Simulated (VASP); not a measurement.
# LiCl: vibrations by perturbation theory with PBEsol

LiCl:

```
Li Cl
1.0
     0.00000    2.53141    2.53141
     2.53141    0.00000    2.53141
     2.53141    2.53141    0.00000
Li Cl
1 1
Direct
  0.00000 0.00000 0.00000
  0.50000 0.50000 0.50000
```

```json
{"Program": "VASP 6.6.1", "Task": "vibrations by perturbation theory", "Functional": "PBEsol", "Potentials or basis": "VASP PAW PBE potentials, release 64 (Li_sv, Cl)", "Cutoff": "520 eV", "k mesh": "8 × 8 × 8", "Occupations": "gaussian, width 0.01 eV", "Spin": "no spin polarisation", "Dipole correction": "no", "Further INCAR settings": "ALGO = Normal; EDIFF = 1e-08; NBANDS = 12; IBRION = 8; NSW = 1"}
```

```json
{
 "Highest phonon frequency at Γ, LO-TO splitting left out": "207 cm⁻¹"
}
```

Phonon frequencies in cm⁻¹ (negative: imaginary):
| q point | frequencies |
| --- | --- |
| (0.000, 0.000, 0.000) | -1 -1 -1 207 207 207 |

It took 2.6 min on 1 thread of Intel(R) Xeon(R) Platinum 8488C (Sapphire Rapids) (shared host), peak memory 0.19 GiB.
